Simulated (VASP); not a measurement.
# KMgF3 (Pm-3m) in VASP: further runs, part 3 of 3

VASP 6.6.1.

## Step 6: Vibrations by perturbation theory, PBE

This run uses another cell than the first one, of 11.44 Å³/atom.

File INCAR:

```
SYSTEM = KMgF3
ALGO     = Normal         ! electronic algorithm
EDIFF    = 1E-8           ! SCF threshold, eV
ENCUT    = 520            ! plane-wave cutoff, eV
GGA      = PE             ! functional
IBRION   = 8              ! ionic algorithm
ISIF     = 2              ! what is computed and relaxed
ISMEAR   = 0              ! smearing method
LASPH    = .True.         ! aspherical terms in the spheres
LCHARG   = .False.        ! write CHGCAR
LREAL    = .False.        ! projectors in reciprocal space
LWAVE    = .False.        ! write WAVECAR
NELM     = 60             ! most SCF steps
NSW      = 1              ! ionic steps
PREC     = Accurate       ! precision mode
SIGMA    = 0.01           ! smearing width, eV
```

File KPOINTS:

```
k-points
0
Gamma
  6 6 6
  0 0 0
```

File POSCAR:

```
KMgF3
1.0
    3.8533720875      0.0000000000      0.0000000000
    0.0000000000      3.8533720875      0.0000000000
    0.0000000000      0.0000000000      3.8533720875
K Mg F
1 1 3
Direct
    0.5000000000      0.5000000000      0.5000000000
    0.0000000000      0.0000000000      0.0000000000
    0.5000000000      0.0000000000      0.0000000000
    0.0000000000      0.5000000000      0.0000000000
    0.0000000000      0.0000000000      0.5000000000
```

Potentials or basis: VASP PAW PBE potentials, release 64 (K_sv, Mg, F).

Launch:

```
$ cat potpaw_PBE.64/K_sv/POTCAR potpaw_PBE.64/Mg/POTCAR potpaw_PBE.64/F/POTCAR > POTCAR
$ mpirun -np 1 vasp_std > vasp.out
```

OUTCAR:

```text
SYSTEM = KMgF3
   EDIFF = 1E-8
   ENCUT = 520
   GGA = PE
   IBRION = 8
   ISIF = 2
   ISMEAR = 0
   LASPH = .True.
   LREAL = .False.
   NELM = 60
   NSW = 1
   PREC = Accurate

 ion  position               nearest neighbor table
   1  0.500  0.500  0.500-   3 2.72   4 2.72   5 2.72   3 2.72   4 2.72   3 2.72   5 2.72   3 2.72
                             4 2.72   5 2.72   4 2.72   5 2.72   2 3.34   2 3.34   2 3.34   2 3.34
   2  0.000  0.000  0.000-   3 1.93   4 1.93   5 1.93   5 1.93   4 1.93   3 1.93   1 3.34   1 3.34
                             1 3.34   1 3.34   1 3.34   1 3.34   1 3.34   1 3.34
   3  0.500  0.000  0.000-   2 1.93   2 1.93   1 2.72   1 2.72   1 2.72   1 2.72
   4  0.000  0.500  0.000-   2 1.93   2 1.93   1 2.72   1 2.72   1 2.72   1 2.72
   5  0.000  0.000  0.500-   2 1.93   2 1.93   1 2.72   1 2.72   1 2.72   1 2.72

  LATTYP: Found a simple cubic cell.
 ALAT       =     3.8533720875

  Lattice vectors:

 A1 = (   3.8533720875,   0.0000000000,   0.0000000000)
 A2 = (   0.0000000000,   3.8533720875,   0.0000000000)
 A3 = (   0.0000000000,   0.0000000000,   3.8533720875)

Analysis of symmetry for initial positions (statically):
=====================================================================
 Subroutine PRICEL returns:
 Original cell was already a primitive cell.

 Routine SETGRP: Setting up the symmetry group for a
 simple cubic supercell.

 Subroutine GETGRP returns: Found 48 space group operations
 (whereof 48 operations were pure point group operations)
 out of a pool of 48 trial point group operations.

The static configuration has the point symmetry O_h .

Analysis of symmetry for dynamics (positions and initial velocities):
=====================================================================
 Subroutine PRICEL returns:
 Original cell was already a primitive cell.

 Routine SETGRP: Setting up the symmetry group for a
 simple cubic supercell.

 Subroutine GETGRP returns: Found 48 space group operations
 (whereof 48 operations were pure point group operations)
 out of a pool of 48 trial point group operations.

The dynamic configuration has the point symmetry O_h .

 Subroutine INISYM returns: Found 48 space group operations
 (whereof 48 operations are pure point group operations),
 and found     1 'primitive' translations

----------------------------------------------------------------------------------------
[... 637 lines left out ...]
      0.00000      0.00000      1.92669         0.000000      0.000000      0.000000
 -----------------------------------------------------------------------------------
    total drift:                                0.000000     -0.000000      0.000000

  FREE ENERGIE OF THE ION-ELECTRON SYSTEM (eV)
  ---------------------------------------------------
  free  energy   TOTEN  =       -24.0914756078 eV

  energy  without entropy=      -24.0914756078  energy(sigma->0) =      -24.09147561

[... ionic steps 2 to 9 ...]

--------------------------------------- Ionic step       10  -------------------------------------------

------------------------ aborting loop because EDIFF is reached ----------------------------------------

--------------------------------------- Ionic step       11  -------------------------------------------

 Free energy of the ion-electron system (eV)
  ---------------------------------------------------
  ---------------------------------------------------
  free energy    TOTEN  =        -0.53747682 eV

  energy without entropy =       -0.53747682

------------------------ aborting loop because EDIFF is reached ----------------------------------------

 INTERNAL STRAIN TENSOR  FOR ION    3  DIRECTION 2   (eV/Angst):
 -----------------------------------------------------------------------------
    -0.00708  0.00000  0.00000
     0.00000  0.00180  0.00000
     0.00000  0.00000  0.00456

 INTERNAL STRAIN TENSOR FOR ION    5 for displacements in x,y,z  (eV/Angst):
          X           Y           Z          XY          YZ          ZX
  --------------------------------------------------------------------------------
  x     0.00000     0.00000     0.00000     0.00000     0.00000     0.00000
  y     0.00000     0.00000     0.00000     0.00000     0.00000     0.00000
  z     0.00000     0.00000     0.00000     0.00000     0.00000     0.00000

 SECOND DERIVATIVES (NOT SYMMETRIZED)
 ------------------------------------
               1X          1Y          1Z          2X          2Y          2Z          3X          3Y          3Z          4X          4Y          4Z          5X          5Y          5Z
  1X    -3.871874   -0.000000    0.000000    1.498884    0.000000    0.000000    0.330473    0.000000    0.000000    1.021259   -0.000000    0.000000    1.021259   -0.000000    0.000000
  1Y     0.000000   -3.871874    0.000000   -0.000000    1.498884    0.000000    0.000000    1.021259   -0.000000    0.000000    0.330473    0.000000   -0.000000    1.021259   -0.000000
  1Z    -0.000000   -0.000000   -3.871874   -0.000000   -0.000000    1.498884    0.000000   -0.000000    1.021259   -0.000000    0.000000    1.021259    0.000000    0.000000    0.330473
  2X     1.498052   -0.000000   -0.000000  -13.947766   -0.000000   -0.000000   11.582158   -0.000000   -0.000000    0.433778    0.000000   -0.000000    0.433778   -0.000000    0.000000
  2Y    -0.000000    1.498052   -0.000000   -0.000000  -13.947766   -0.000000    0.000000    0.433778   -0.000000   -0.000000   11.582158   -0.000000   -0.000000    0.433778    0.000000
  2Z     0.000000   -0.000000    1.498052   -0.000000   -0.000000  -13.947766    0.000000    0.000000    0.433778    0.000000    0.000000    0.433778    0.000000   -0.000000   11.582158
  3X     0.339668    0.000000   -0.000000   11.591221   -0.000000    0.000000  -17.152204    0.000000   -0.000000    2.610657   -0.000000   -0.000000    2.610657    0.000000    0.000000
  3Y     0.000000    1.027465    0.000000    0.000000    0.440804    0.000000    0.000000   -3.597457    0.000000    0.000000    2.608596    0.000000    0.000000   -0.479407    0.000000
  3Z     0.000000    0.000000    1.027465    0.000000    0.000000    0.440804    0.000000    0.000000   -3.597457    0.000000    0.000000   -0.479407    0.000000    0.000000    2.608596
  4X     1.027465    0.000000    0.000000    0.440804    0.000000    0.000000    2.608596    0.000000    0.000000   -3.597457    0.000000    0.000000   -0.479407    0.000000    0.000000
  4Y     0.000000    0.339668   -0.000000   -0.000000   11.591221   -0.000000    0.000000    2.610657   -0.000000   -0.000000  -17.152204   -0.000000    0.000000    2.610657   -0.000000
  4Z     0.000000    0.000000    1.027465    0.000000    0.000000    0.440804    0.000000    0.000000   -0.479407    0.000000    0.000000   -3.597457    0.000000    0.000000    2.608596
  5X     1.027465    0.000000    0.000000    0.440804    0.000000    0.000000    2.608596    0.000000    0.000000   -0.479407    0.000000    0.000000   -3.597457    0.000000    0.000000
  5Y     0.000000    1.027465    0.000000    0.000000    0.440804    0.000000    0.000000   -0.479407    0.000000    0.000000    2.608596    0.000000    0.000000   -3.597457    0.000000
  5Z    -0.000000   -0.000000    0.339668   -0.000000    0.000000   11.591221    0.000000   -0.000000    2.610657   -0.000000    0.000000    2.610657   -0.000000   -0.000000  -17.152204

 Eigenvectors and eigenvalues of the dynamical matrix
 ----------------------------------------------------

   1 f  =   17.963705 THz   112.869285 2PiTHz  599.204689 cm-1    74.291879 meV
             X         Y         Z           dx          dy          dz
      1.926686  1.926686  1.926686    -0.017844    0.009998    0.000000
      0.000000  0.000000  0.000000     0.504503   -0.282661   -0.000000
      1.926686  0.000000  0.000000    -0.702767   -0.044051   -0.000000
      0.000000  1.926686  0.000000     0.078623    0.393744    0.000000
      0.000000  0.000000  1.926686     0.078623   -0.044051   -0.000000
[... 105 lines left out ...]
  15 f/i=    0.009961 THz     0.062588 2PiTHz    0.332271 cm-1     0.041196 meV
             X         Y         Z           dx          dy          dz
      1.926686  1.926686  1.926686    -0.043242    0.000472    0.569276
      0.000000  0.000000  0.000000    -0.034036    0.000372    0.448080
      1.926686  0.000000  0.000000    -0.030058    0.000328    0.395492
      0.000000  1.926686  0.000000    -0.030042    0.000328    0.395492
      0.000000  0.000000  1.926686    -0.030042    0.000328    0.395706

--------------------------------------------------------------------------------------------------------

 ELASTIC MODULI CONTR FROM IONIC RELAXATION (kBar)
 Direction    XX          YY          ZZ          XY          YZ          ZX
 --------------------------------------------------------------------------------
 XX           0.0000      0.0000      0.0000      0.0000      0.0000      0.0000
 YY           0.0000      0.0000      0.0000      0.0000      0.0000      0.0000
 ZZ           0.0000      0.0000      0.0000      0.0000      0.0000      0.0000
 XY           0.0000      0.0000      0.0000      0.0000      0.0000      0.0000
 YZ           0.0000      0.0000      0.0000      0.0000      0.0000      0.0000
 ZX           0.0000      0.0000      0.0000      0.0000      0.0000      0.0000
 --------------------------------------------------------------------------------
```

Run time: 11 min. Hardware: 1 thread of Intel Xeon 8259CL, shared host; peak memory 0.35 GiB.

What came out:

* Highest phonon frequency at Γ, LO-TO splitting left out: 599 cm⁻¹

Phonon frequencies in cm⁻¹ (negative: imaginary):
```csv
q point,frequencies
"(0.000, 0.000, 0.000)",0 0 0 199 199 199 211 211 211 297 297 297 599 599 599
```

Caveat: the cell stands under pressure or tension, which shifts response properties.
